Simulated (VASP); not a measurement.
Se, 6 atoms in the cell. The structure is trigonal, space group R-3 (No. 148). Conventional cell: a = 11.362 Å, b = 11.362 Å, c = 4.429 Å, α = 90.00°, β = 90.00°, γ = 120.00°. Within 3.1 Å of Se (site symmetry 1) lie 2 Se at 2.36 Å. 

```yaml
Program: VASP 6.6.1
Task: electric field gradients
Functional: PBEsol
Potentials_or_basis: VASP PAW PBE potentials, release 64 (Se)
Cutoff: 520 eV
k_mesh: 6 × 6 × 6
Occupations: fermi-dirac, width 0.01 eV
Spin: no spin polarisation
Dipole_correction: no
Further_INCAR_settings: ALGO = Normal; EDIFF = 1e-08; NBANDS = 27
```

Potentials or basis: VASP PAW PBE potentials, release 64 (Se).

Command:

```bash
$ cat potpaw_PBE.64/Se/POTCAR > POTCAR
$ mpirun -np 1 vasp_std > vasp.out
```

Hardware: 1 thread of Oxide Virtual Turin-like Processor, on a shared host.

How long does it take, and how much memory?

It took 6.9 min on 1 thread of Oxide Virtual Turin-like Processor, with other jobs on the host, peak memory 0.36 GiB. Counts: scf iterations 15, k points 40.
